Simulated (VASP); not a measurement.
CuO, 4 atoms in the cell. The typed cell holds 4 atoms: a = 2.801 Å, b = 2.801 Å, c = 4.894 Å, α = 90.01°, β = 90.01°, γ = 89.85°.  This cell differs from its parent crystal: strain -0.050 along x and y, -0.050 along z.

```yaml
Program: VASP 6.6.1
Task: single point
Functional: PBE
Potentials_or_basis: VASP PAW PBE potentials, release 64 (Cu, O)
Cutoff: 520 eV
k_mesh: 16 × 16 × 10
Occupations: gaussian, width 0.15 eV
Spin: no spin polarisation
Dipole_correction: no
Further_INCAR_settings: ALGO = Normal; EDIFF = 1e-07; NBANDS = 25
```

Potentials or basis: VASP PAW PBE potentials, release 64 (Cu, O).

Launch:

```sh
$ cat potpaw_PBE.64/Cu/POTCAR potpaw_PBE.64/O/POTCAR > POTCAR
$ mpirun -np 1 vasp_std > vasp.out
```

Hardware: 1 thread of Oxide Virtual Turin-like Processor (shared host).

Task: How long does it take, and how much memory?

Result: It took 14 min on 1 thread of Oxide Virtual Turin-like Processor, with other jobs on the host, peak memory 0.57 GiB. Counts: scf iterations 16, k points 690.
